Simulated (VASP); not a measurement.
# K3I2Br (P-3m1) in VASP: further runs

Runs on K3I2Br. Level: LDA. Tasks: single point.

All numbers are computed with VASP 6.6.1; they aren't measurements. Logs are shortened: lines on timing, memory, paths and dates and some standing lists are left out, and cuts for length are marked.

**1. The cell of the first run**

It takes space group P-3m1 (No. 164, trigonal). Conventional cell: a = 4.475 Å, b = 4.475 Å, c = 10.643 Å, α = 90.00°, β = 90.00°, γ = 120.00°. Within 4.2 Å of K (site symmetry -3m) lie 6 I at 3.19 Å. Within 4.1 Å of K (site symmetry 3m) lie 3 Br at 3.02 Å and 3 I at 3.19 Å and 3 K at 4.07 Å. I (site symmetry 3m) has 6 K at 3.19 Å and 3 Br at 4.31 Å and 9 I at 4.48 to 4.55 Å within 4.6 Å. Within 4.0 Å of Br (site symmetry -3m) lie 6 K at 3.02 Å.

**2. Single point, LDA**

Contents of INCAR:

```
PREC     = Accurate       # precision mode
ENCUT    = 520            # plane-wave cutoff, eV
EDIFF    = 1E-6           # SCF threshold, eV
ISMEAR   = 0              # smearing method
SIGMA    = 0.05           # smearing width, eV
LREAL    = False          # projectors in reciprocal space
LASPH    = True           # aspherical terms in the spheres
NELM     = 60             # most SCF steps
ALGO     = Normal         # electronic algorithm
ISIF     = 2              # what is computed and relaxed
LWAVE    = False          # write WAVECAR
LCHARG   = True           # write CHGCAR
GGA      = CA             # functional
LELF     = True           # ELF
LVHAR    = True         
NBANDS   = 33             # bands
```

Contents of KPOINTS:

```
regular mesh
0
Gamma
  6 6 2
```

Contents of POSCAR:

```
K3I2Br
1.0
    4.4755000000      0.0000000000      0.0000000000
   -2.2377500000      3.8758966946      0.0000000000
    0.0000000000      0.0000000000     10.6426000000
K I Br
3 2 1
Direct
    0.0000000000      0.0000000000      0.5000000000
    0.3333333333      0.6666666667      0.1477081443
    0.6666666667      0.3333333333      0.8522918557
    0.3333333333      0.6666666667      0.6760485977
    0.6666666667      0.3333333333      0.3239514023
    0.0000000000      0.0000000000      0.0000000000
```

Potentials or basis: VASP PAW LDA potentials, release 64 (K_sv, I, Br).

Started as:

```bash
$ cat potpaw_LDA.64/K_sv/POTCAR potpaw_LDA.64/I/POTCAR potpaw_LDA.64/Br/POTCAR > POTCAR
$ mpirun -np 1 vasp_std > vasp.out
```

OUTCAR:

```text
PREC = Accurate
   ENCUT = 520
   EDIFF = 1E-6
   ISMEAR = 0
   LREAL = False
   LASPH = True
   NELM = 60
   ISIF = 2
   GGA = CA

 ion  position               nearest neighbor table
   1  0.000  0.000  0.500-   4 3.19   5 3.19   4 3.19   5 3.19   5 3.19   4 3.19
   2  0.333  0.667  0.148-   6 3.02   6 3.02   6 3.02   5 3.19   5 3.19   5 3.19
   3  0.667  0.333  0.852-   6 3.02   6 3.02   6 3.02   4 3.19   4 3.19   4 3.19
   4  0.333  0.667  0.676-   1 3.19   1 3.19   1 3.19   3 3.19   3 3.19   3 3.19
   5  0.667  0.333  0.324-   1 3.19   1 3.19   1 3.19   2 3.19   2 3.19   2 3.19
   6  0.000  0.000  0.000-   2 3.02   3 3.02   2 3.02   3 3.02   3 3.02   2 3.02

  LATTYP: Found a hexagonal cell.
 ALAT       =     4.4755000000
 C/A-ratio  =     2.3779689420

  Lattice vectors:

 A1 = (   4.4755000000,   0.0000000000,   0.0000000000)
 A2 = (  -2.2377500000,   3.8758966946,   0.0000000000)
 A3 = (   0.0000000000,   0.0000000000,  10.6426000000)

Analysis of symmetry for initial positions (statically):
=====================================================================
 Subroutine PRICEL returns:
 Original cell was already a primitive cell.

 Routine SETGRP: Setting up the symmetry group for a
 hexagonal supercell.

 Subroutine GETGRP returns: Found 12 space group operations
 (whereof 12 operations were pure point group operations)
 out of a pool of 24 trial point group operations.

The static configuration has the point symmetry D_3d.

Analysis of symmetry for dynamics (positions and initial velocities):
=====================================================================
 Subroutine PRICEL returns:
 Original cell was already a primitive cell.

 Routine SETGRP: Setting up the symmetry group for a
 hexagonal supercell.

 Subroutine GETGRP returns: Found 12 space group operations
 (whereof 12 operations were pure point group operations)
 out of a pool of 24 trial point group operations.

The dynamic configuration has the point symmetry D_3d.

 Subroutine INISYM returns: Found 12 space group operations
 (whereof 12 operations are pure point group operations),
 and found     1 'primitive' translations

----------------------------------------------------------------------------------------

                                     Primitive cell

  volume of cell :     184.6127

  direct lattice vectors                    reciprocal lattice vectors
     4.475500000  0.000000000  0.000000000     0.223438722  0.129002406  0.000000000
    -2.237750000  3.875896695  0.000000000     0.000000000  0.258004813  0.000000000
     0.000000000  0.000000000 10.642600000     0.000000000  0.000000000  0.093962002

  length of vectors
     4.475500000  4.475500000 10.642600000     0.258004813  0.258004813  0.093962002

  position of ions in fractional coordinates (direct lattice)
     0.000000000  0.000000000  0.500000000
     0.333333333  0.666666667  0.147708144
     0.666666667  0.333333333  0.852291856
     0.333333333  0.666666667  0.676048598
     0.666666667  0.333333333  0.323951402
     0.000000000  0.000000000  0.000000000

  ion indices of the primitive-cell ions
   primitive index   ion index
                 1           1
                 2           2
                 3           3
                 4           4
                 5           5
                 6           6

----------------------------------------------------------------------------------------

 KPOINTS: regular mesh

Automatic generation of k-mesh.
 Grid dimensions read from file:
 generate k-points for:    6    6    2

 Generating k-lattice:

  Cartesian coordinates                     Fractional coordinates (reciprocal lattice)
     0.037239787  0.021500401  0.000000000     0.166666667  0.000000000  0.000000000
     0.000000000  0.043000802  0.000000000     0.000000000  0.166666667  0.000000000
     0.000000000  0.000000000  0.046981001     0.000000000  0.000000000  0.500000000

  Length of vectors
     0.043000802  0.043000802  0.046981001

  Shift w.r.t. Gamma in fractional coordinates (k-lattice)
     0.000000000  0.000000000  0.000000000

 Subroutine IBZKPT returns following result:
 ===========================================

 Found     14 irreducible k-points:

 Following reciprocal coordinates:
            Coordinates               Weight
  0.000000  0.000000  0.000000      1.000000
  0.166667  0.000000  0.000000      6.000000
  0.333333  0.000000  0.000000      6.000000
  0.500000  0.000000  0.000000      3.000000
  0.166667  0.166667  0.000000      6.000000
  0.333333  0.166667  0.000000     12.000000
  0.333333  0.333333  0.000000      2.000000
  0.000000  0.000000  0.500000      1.000000
  0.166667  0.000000  0.500000      6.000000
  0.333333  0.000000  0.500000      6.000000
  0.500000  0.000000  0.500000      3.000000
  0.166667  0.166667  0.500000      6.000000
  0.333333  0.166667  0.500000     12.000000
  0.333333  0.333333  0.500000      2.000000
   k-points           NKPTS =     14   k-points in BZ     NKDIM =     14   number of bands    NBANDS=     33
   number of dos      NEDOS =    301   number of ions     NIONS =      6
   total plane-waves  NPLWV = 103680
   dimension x,y,z NGX =    36 NGY =   36 NGZ =   80
   dimension x,y,z NGXF=    72 NGYF=   72 NGZF=  160
   ions per type =               3   2   1
   NGX,Y,Z   is equivalent  to a cutoff of  13.37, 13.37, 12.50 a.u.
   NGXF,Y,Z  is equivalent  to a cutoff of  26.74, 26.74, 24.99 a.u.
 SYSTEM =  unknown system
   PREC   = accura    normal or accurate (medium, high low for compatibility)
   ISTART =      0    job   : 0-new  1-cont  2-samecut
   ICHARG =      2    charge: 1-file 2-atom 10-const
   ISPIN  =      1    spin polarized calculation?
   LNONCOLLINEAR =      F non collinear calculations
   LSORBIT =      F    spin-orbit coupling
   LASPH  =      T    aspherical Exc in radial PAW
   ENCUT  =  520.0 eV  38.22 Ry    6.18 a.u.   8.32  8.32 19.79*2*pi/ulx,y,z
   NELM   =     60;   NELMIN=  2; NELMDL= -5     # of ELM steps
   EDIFF  = 0.1E-05   stopping-criterion for ELM
   LREAL  =      F    real-space projection
   EDIFFG = 0.1E-04   stopping-criterion for IOM
   NSW    =      0    number of steps for IOM
   IBRION =     -1    ionic relax: 0-MD 1-quasi-New 2-CG
   NFREE  =      0    steps in history (QN), initial steepest desc. (CG)
   ISIF   =      2    stress and relaxation
   ISYM   =      2    0-nonsym 1-usesym 2-fastsym
   POTIM  = 0.5000    time-step for ionic-motion
   TEBEG  =    0.0;   TEEND  =   0.0 temperature during run
   PSTRESS=    0.0 pullay stress
   NELECT =      48.0000    total number of electrons
   NUPDOWN=      -1.0000    fix difference up-down
   EMIN   =  10.00;   EMAX   =-10.00  energy-range for DOS
   EFERMI =   0.00;   METHOD = LEGACY
   ISMEAR =     0;   SIGMA  =   0.05  broadening in eV -4-tet -1-fermi 0-gaus
   EFERMI_NEDOS =   21; number of points for ismear=-14 and -15
   IALGO  =     38    algorithm
   IMIX   =      4    mixing-type and parameters
     AMIX     =   0.40;   BMIX     =  1.00
     AMIX_MAG =   1.60;   BMIX_MAG =  1.00
  volume/ion in A,a.u.               =      30.77       207.64
  Fermi-wavevector in a.u.,A,eV,Ry     =   1.044884  1.974544 14.854604  1.091783
  Thomas-Fermi vector in A             =   2.179656
   LORBIT       =      0    0 simple, 1 ext, 2 COOP (PROOUT), +10 PAW based schemes
   GGA     = CA    functional components
   LHFCALC =     F    Hartree Fock is set to
   AEXX    =    0.0000 exact exchange contribution
   IVDW    =     0    specifies the selected vdW correction
   LEPSILON=     F    determine dielectric tensor
   LRPA    =     F    only Hartree local field effects (RPA)
 non-spin polarized calculation
 Gauss-broadening in eV      SIGMA  =   0.05
  energy-cutoff  :      520.00
  volume of cell :      184.61
 maximum number of plane-waves:      5003
 NGX is ok and might be reduce to    36
   NGX = 17   NGY = 17   NGZ = 39

 number of electron      47.9999998 magnetization

 Free energy of the ion-electron system (eV)
  ---------------------------------------------------
  ext. energy  EPLUGINS =         0.00000000
  ---------------------------------------------------
  free energy    TOTEN  =       -18.60970909 eV

  energy without entropy =      -18.60970909  energy(sigma->0) =      -18.60970909

 E-fermi :   1.2386     XC(G=0):  -8.9187

 val. band max:        1.0016143987   @ k =   0.0000   0.0000   0.0000
 cond. band min:       5.1069833105   @ k =   0.5000   0.0000   0.0000
 fundamental gap:      4.1053689118
 Fermi energy:         1.2385732927

 k-point     1 :       0.0000    0.0000    0.0000
  band No.  band energies     occupation
      1     -26.8050      2.00000
      2     -26.7842      2.00000
      3     -26.7311      2.00000
      4     -12.6540      2.00000
      5     -11.1835      2.00000
      6     -10.7765      2.00000
[... 25 lines left out ...]
     32       8.1921      0.00000
     33       8.5794      0.00000

 k-point     2 :       0.1667    0.0000    0.0000
  band No.  band energies     occupation
      1     -26.8011      2.00000
      2     -26.7830      2.00000
      3     -26.7289      2.00000
      4     -12.6556      2.00000
      5     -11.1280      2.00000
      6     -10.9523      2.00000
[... 25 lines left out ...]
     32       8.0903      0.00000
     33       8.4136      0.00000

 k-point     3 :       0.3333    0.0000    0.0000
  band No.  band energies     occupation
      1     -26.7928      2.00000
      2     -26.7813      2.00000
      3     -26.7244      2.00000
      4     -12.6676      2.00000
      5     -11.1094      2.00000
      6     -10.9591      2.00000
[... 25 lines left out ...]
     32       8.6695      0.00000
     33       8.9745      0.00000

 k-point     4 :       0.5000    0.0000    0.0000
  band No.  band energies     occupation
      1     -26.7875      2.00000
      2     -26.7815      2.00000
      3     -26.7221      2.00000
      4     -12.6778      2.00000
      5     -11.1626      2.00000
      6     -10.7837      2.00000
[... 25 lines left out ...]
     32       9.3763      0.00000
     33       9.7041      0.00000

 k-point     5 :       0.1667    0.1667    0.0000
  band No.  band energies     occupation
      1     -26.7950      2.00000
      2     -26.7816      2.00000
      3     -26.7255      2.00000
      4     -12.6614      2.00000
      5     -11.0587      2.00000
      6     -11.0341      2.00000
[... 244 lines left out ...]
 k-point    12 :       0.1667    0.1667    0.5000
  band No.  band energies     occupation
      1     -26.7949      2.00000
      2     -26.7817      2.00000
      3     -26.7255      2.00000
      4     -12.6615      2.00000
      5     -11.0591      2.00000
      6     -11.0332      2.00000
[... 25 lines left out ...]
     32       8.8633      0.00000
     33       8.9406      0.00000

 k-point    13 :       0.3333    0.1667    0.5000
  band No.  band energies     occupation
      1     -26.7877      2.00000
      2     -26.7814      2.00000
      3     -26.7221      2.00000
      4     -12.6697      2.00000
      5     -11.0982      2.00000
      6     -10.9217      2.00000
[... 25 lines left out ...]
     32       8.9135      0.00000
     33       9.4780      0.00000

 k-point    14 :       0.3333    0.3333    0.5000
  band No.  band energies     occupation
      1     -26.7833      2.00000
      2     -26.7833      2.00000
      3     -26.7210      2.00000
      4     -12.6649      2.00000
      5     -11.0316      2.00000
      6     -11.0316      2.00000
[... 25 lines left out ...]
     32       9.0486      0.00000
     33       9.0499      0.00000

------------------------ aborting loop because EDIFF is reached ----------------------------------------

  FORCE on cell =-STRESS in cart. coord.  units (eV):
  Direction    XX          YY          ZZ          XY          YZ          ZX
  --------------------------------------------------------------------------------------
  -------------------------------------------------------------------------------------
  Total        6.0125141      6.0125141      6.0446998     -0.0000000     -0.0000000      0.0000000
  in kB       52.1801345     52.1801345     52.4594611     -0.0000000     -0.0000000      0.0000000
  external PRESSURE =      52.2732434 kB  Pullay stress =       0.0000000 kB

 VOLUME and BASIS-vectors are now :
 -----------------------------------------------------------------------------
  energy-cutoff  :      520.00
  volume of cell :      184.61
      direct lattice vectors                 reciprocal lattice vectors
     4.475500000  0.000000000  0.000000000     0.223438722  0.129002406  0.000000000
    -2.237750000  3.875896695  0.000000000     0.000000000  0.258004813  0.000000000
     0.000000000  0.000000000 10.642600000     0.000000000  0.000000000  0.093962002

 POSITION                                       TOTAL-FORCE (eV/Angst)
 -----------------------------------------------------------------------------------
      0.00000      0.00000      5.32130        -0.000000      0.000000     -0.000000
     -0.00000      2.58393      1.57200         0.000000     -0.000000      0.000415
      2.23775      1.29197      9.07060         0.000000      0.000000     -0.000415
     -0.00000      2.58393      7.19491        -0.000000      0.000000     -0.000134
      2.23775      1.29197      3.44769        -0.000000      0.000000      0.000134
      0.00000      0.00000      0.00000        -0.000000      0.000000     -0.000000
 -----------------------------------------------------------------------------------
    total drift:                                0.000000     -0.000000     -0.000000

  FREE ENERGIE OF THE ION-ELECTRON SYSTEM (eV)
  ---------------------------------------------------
  free  energy   TOTEN  =       -18.6097090923 eV

  energy  without entropy=      -18.6097090923  energy(sigma->0) =      -18.60970909
```

It took 2.3 min on 1 thread of Intel Xeon 8259CL, shared host; peak memory 0.28 GiB.

Results:

```yaml
Free_energy: -18.6097 eV
Pressure: 5.2 GPa
Band_gap_on_the_k_mesh: 4.11 eV (least direct gap 4.35 eV)
```

Caveat: the cell stands under pressure; spin-orbit coupling is left out, which moves the levels of the heavy elements.

**3. Single point, LDA**

This run uses another cell than the first one, of 32.11 Å³/atom.

Contents of INCAR:

```
PREC = Accurate
ENCUT = 520
EDIFF = 1E-6
ISMEAR = 0
SIGMA = 0.05
LREAL = F
LASPH = T
NELM = 60
ALGO = Normal
ISIF = 2
LWAVE = F
LCHARG = T
LELF = T
LVHAR = T
NBANDS = 33
```

Contents of KPOINTS:

```
Automatic mesh
0
Gamma
  6 6 2
```

Contents of POSCAR:

```
K3I2Br
1.0
    4.4755000000      0.0000000000      0.0000000000
   -2.2377500000      3.8758966946      0.0000000000
    0.0000000000      0.0000000000     11.1053000000
K I Br
3 2 1
Direct
    0.0000000000      0.0000000000      0.5000000000
    0.3333333333      0.6666666667      0.1490050299
    0.6666666667      0.3333333333      0.8509949701
    0.3333333333      0.6666666667      0.6754681760
    0.6666666667      0.3333333333      0.3245318240
    0.0000000000      0.0000000000      0.0000000000
```

Potentials or basis: VASP PAW LDA potentials, release 64 (K_sv, I, Br).

Started as:

```bash
$ cat potpaw_LDA.64/K_sv/POTCAR potpaw_LDA.64/I/POTCAR potpaw_LDA.64/Br/POTCAR > POTCAR
$ mpirun -np 1 vasp_std > vasp.out
```

Wall time 2.8 min (1 thread of Intel Xeon 8259CL, shared host); peak memory 0.29 GiB.

The run converged. Its results:

| Quantity | Value |
| --- | --- |
| Free energy | -18.8323 eV |
| Pressure | 3.7 GPa |
| Band gap on the k mesh | 4.13 eV |

Levels at points of the mesh, in eV from the valence-band top:
```
           k point  band 22  band 23  band 24  band 25  band 26  band 27
(0.00, 0.00, 0.00)    -0.28     0.00     0.00     4.13     5.46     5.48
(0.50, 0.00, 0.00)    -0.69    -0.56    -0.46     4.16     5.65     5.72
(0.00, 0.00, 0.50)    -0.28    -0.06    -0.06     4.80     5.15     5.61
(0.50, 0.00, 0.50)    -0.81    -0.55    -0.47     4.70     4.77     5.58
```

Caveat: the cell stands under pressure; spin-orbit coupling is left out, which moves the levels of the heavy elements.

[end of part 1 of 2]
